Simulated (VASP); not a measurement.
Write the native input for VASP 6.6.1 that does the following.

| Quantity | Value |
| --- | --- |
| Task | single point |
| Functional | PBEsol |
| Potentials or basis | VASP PAW PBE potentials, release 64 (B, N) |
| Cutoff | 520 eV |
| k mesh | 10 × 10 × 10 |
| Occupations | fermi-dirac, width 0.02 eV |
| Spin | no spin polarisation |
| Dipole correction | no |
| Further INCAR settings | ALGO = Normal; EDIFF = 1e-06; NBANDS = 11 |

The structure of BN lies in POSCAR:

```
BN
1.0
    1.2344401563      0.7127043600      3.3729344000
   -1.2344401563      0.7127043600      3.3729344000
    0.0000000000     -1.4254087200      3.3729344000
B N
1 1
Direct
    0.9996712000      0.9996712000      0.9996712000
    0.3327618000      0.3327618000      0.3327618000
```

One way to write it, as run:

INCAR

```
ALGO = Normal ; EDIFF = 1E-6
ENCUT = 520 ; GGA = PS
ISIF = 2 ; ISMEAR = -1
LASPH = True ; LCHARG = False
LREAL = False ; LWAVE = False
NBANDS = 11 ; NELM = 100
PREC = Accurate ; SIGMA = 0.02
```

KPOINTS

```
k-points
0
Gamma
  10 10 10
```

Potentials or basis: VASP PAW PBE potentials, release 64 (B, N).

Launch:

```sh
$ cat potpaw_PBE.64/B/POTCAR potpaw_PBE.64/N/POTCAR > POTCAR
$ mpirun -np 1 vasp_std > vasp.out
```

Results of the run:

- Pressure: 11.2 GPa
- Largest force: 0.005 eV/Å
- Band gap on the k mesh: 4.22 eV, indirect (least direct gap 4.94 eV)

Caveat: the PAW data sets were made with another functional, which shifts forces and pressure a little.

Run time: 17 s on 1 thread of AMD EPYC 9R45 96-Core Processor (Zen 5), with other jobs on the host, peak memory 0.13 GiB.
